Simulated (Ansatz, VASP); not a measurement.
BaTiO3: VASP beside Ansatz

```
CELL_PARAMETERS angstrom
2.82737 1.63238 2.31839
-2.82737 1.63238 2.31839
0.00000 -3.26476 2.31839
ATOMIC_POSITIONS crystal
Ba 0.99759 0.99759 0.99759
Ti 0.48572 0.48572 0.48572
O 0.50980 0.50980 0.01629
O 0.01629 0.50980 0.50980
O 0.50980 0.01629 0.50980
```

Alike in both runs: functional PBE; k mesh 5 × 5 × 5; occupations fermi-dirac, width 0.02 eV; no spin polarisation.

Ansatz relaxed the structure, and its values are those at the end. VASP's run is a single point on that final structure, the one shown.

|  | VASP | Ansatz |
| --- | --- | --- |
| version | VASP 6.6.1 | Ansatz 0.2.0 |
| potentials or method | VASP PAW PBE potentials, release 64 (Ba_sv, Ti_sv, O) | plane-wave PAW, scalar-relativistic |
| plane-wave cutoff (eV) | 520 | 420 |
| valence electrons in the cell | 40 | 40 |

|  | VASP | Ansatz | Ansatz less VASP |
| --- | --- | --- | --- |
| gap on the k mesh at the Fermi level (eV) | 2.43 | 2.49 | +0.057 |
| pressure (GPa) | 6.4 | 4.5 | -1.81 |
| rms of the force components (eV/Å) | 0.024 | 0.003 | -0.0208 |

With one functional, cell and mesh, what is left measures potentials, basis and numerics. Ansatz's warnings: stress scf threshold loose.

Spin-orbit coupling is off throughout.
